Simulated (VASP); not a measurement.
Write the native input for VASP 6.6.1 that does the following.

```yaml
Task: relaxation of cell and atoms
Functional: PBE
Potentials_or_basis: VASP PAW PBE potentials, release 64 (Sm_3, B, Rh_pv), 4f in core
Cutoff: 500 eV
k_mesh: 6 × 6 × 2
Occupations: gaussian, width 0.1 eV
Spin: no spin polarisation
Dipole_correction: no
Further_INCAR_settings: ALGO = Normal; EDIFF = 1e-07; IBRION = 2; EDIFFG = -0.04; NSW = 90; ISIF = 3
```

The structure of Sm3BRh lies in POSCAR:

```
Sm3BRh
1.0
    4.2023634500      0.0000000000      0.0000000000
   -2.1011817200      3.6393535000      0.0000000000
    0.0000000000      0.0000000000      7.6451553400
Sm B Rh
3 1 1
Direct
    0.0000000000      0.0000000000      0.0000000000
    0.6666666700      0.3333333300      0.3192999500
    0.6666666700      0.3333333300      0.6807000500
    0.6666666700      0.3333333300      0.0000000000
    0.3333333300      0.6666666700      0.5000000000
```

The cell was generated, and may not be a known phase.

These files were run (other wordings do the same):

INCAR

```
ALGO = Normal
EDIFF = 1E-7
EDIFFG = -0.04
ENCUT = 500
GGA = PE
GGA_COMPAT = F
IBRION = 2
ISIF = 3
ISMEAR = 0
LASPH = T
LCHARG = F
LMAXMIX = 6
LREAL = F
LWAVE = F
NELM = 200
NELMIN = 4
NSW = 90
PREC = Accurate
SIGMA = 0.1
```

KPOINTS

```
k-points
0
Gamma
  6 6 2
```

Potentials or basis: VASP PAW PBE potentials, release 64 (Sm_3, B, Rh_pv), 4f in core.

Launch:

```console
$ cat potpaw_PBE.64/Sm_3/POTCAR potpaw_PBE.64/B/POTCAR potpaw_PBE.64/Rh_pv/POTCAR > POTCAR
$ mpirun -np 1 vasp_std > vasp.out
```

It gave:

* Relaxed volume: 27.15 Å³/atom
* Relaxed cell: a = 4.207 Å, b = 4.207 Å, c = 8.856 Å, α = 90.00°, β = 90.00°, γ = 120.00°
* Space group after relaxing (to 0.1 Å): P-6m2 (No. 187)
* Energy gained by relaxing: 211.9 meV/atom
* Ionic steps: 10
* Pressure after relaxing: -0.1 GPa
* Largest force after relaxing: 0.019 eV/Å
* Band gap on the k mesh: zero (an odd number of electrons rules out a gap without spin polarisation)

Caveat: the k points lie up to 0.35 Å⁻¹ apart in the final cell, too coarse for converged energies and pressures of a metal; the volume moved by over 15 % at a fixed basis, so the end points are rough; spin-orbit coupling is left out, which moves the levels of the heavy elements; the 4f electrons are frozen in the core, so they carry no moment and show no levels.

Run time: 3.2 min on 1 thread of Intel(R) Xeon(R) 6975P-C (Granite Rapids), with other jobs on the host, peak memory 0.27 GiB.
